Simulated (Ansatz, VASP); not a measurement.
# Two plane-wave programs on Al2Cu

```xyz
3
Lattice="-2.0246 2.0246 2.8630 2.0246 -2.0246 2.8630 2.0246 2.0246 -2.8630" Properties=species:S:1:pos:R:3 pbc="T T T"
Al    0.0000    2.0246    1.4315
Al    2.0246    0.0000    1.4315
Cu    0.0000    0.0000    2.8630
```

Alike in both runs: functional PBEsol; k mesh 14 × 14 × 14; occupations gaussian, width 0.1 eV; no spin polarisation.

Ansatz relaxed the structure, and its values are those at the end. VASP's run is a single point on that final structure, the one shown.

|  | VASP | Ansatz |
| --- | --- | --- |
| version | VASP 6.6.1 | Ansatz 0.2.0 |
| potentials or method | VASP PAW PBE potentials, release 64 (Al, Cu), cutoff 520 eV | scalar-relativistic, plane waves, PAW |
| valence electrons in the cell | 17 | 25 |

```tsv
	VASP	Ansatz	Ansatz less VASP
gap on the k mesh at the Fermi level (eV)	none	none	-
pressure (GPa)	0.2	0.0	-0.23
```

VASP's potentials were made for PBE, not for PBEsol. A gap of «none» marks a metal or a gap that the smearing closes. VASP's potentials hold 17 valence electrons a cell and Ansatz's 25, so a difference there can come from the potentials and not from the codes.
